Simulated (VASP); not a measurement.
## Fe: single point with PBE

Fe:

```xyz
1
Lattice="-1.3785 1.3785 1.3785 1.3785 -1.3785 1.3785 1.3785 1.3785 -1.3785" Properties=species:S:1:pos:R:3 pbc="T T T"
Fe    0.0000    0.0000    0.0000
```

```yaml
Program: VASP 6.6.1
Task: single point
Functional: PBE
Potentials_or_basis: VASP PAW PBE potentials, release 64 (Fe)
Cutoff: 520 eV
k_mesh: 22 × 22 × 22
Occupations: gaussian, width 0.05 eV
Spin: no spin polarisation
```

The pressure is -0.3 GPa and the band gap on the k mesh is zero (band 4 reaches 7.78 eV, above the bottom of band 5 at 5.67 eV).

Levels at points of the mesh, in eV from the Fermi level:
| k point | band 2 | band 3 | band 4 | band 5 | band 6 | band 7 |
| --- | --- | --- | --- | --- | --- | --- |
| (0.00, 0.00, 0.00) | -1.80 | -1.80 | -1.80 | -0.06 | -0.06 | 25.67 |
| (0.50, 0.00, 0.00) | -3.10 | -0.08 | 0.19 | 0.49 | 1.35 | 8.57 |
| (0.50, 0.50, 0.50) | -4.67 | 1.03 | 1.03 | 1.03 | 10.59 | 10.59 |

It took 23 s on 1 thread of AMD EPYC 7R13 Processor (Zen 3) (shared host), peak memory 0.12 GiB.

Caveat: the run has no spin polarisation, though such a crystal can be magnetic. Spin polarisation is off, so any magnetic state and its effect on volume and gap are missing.
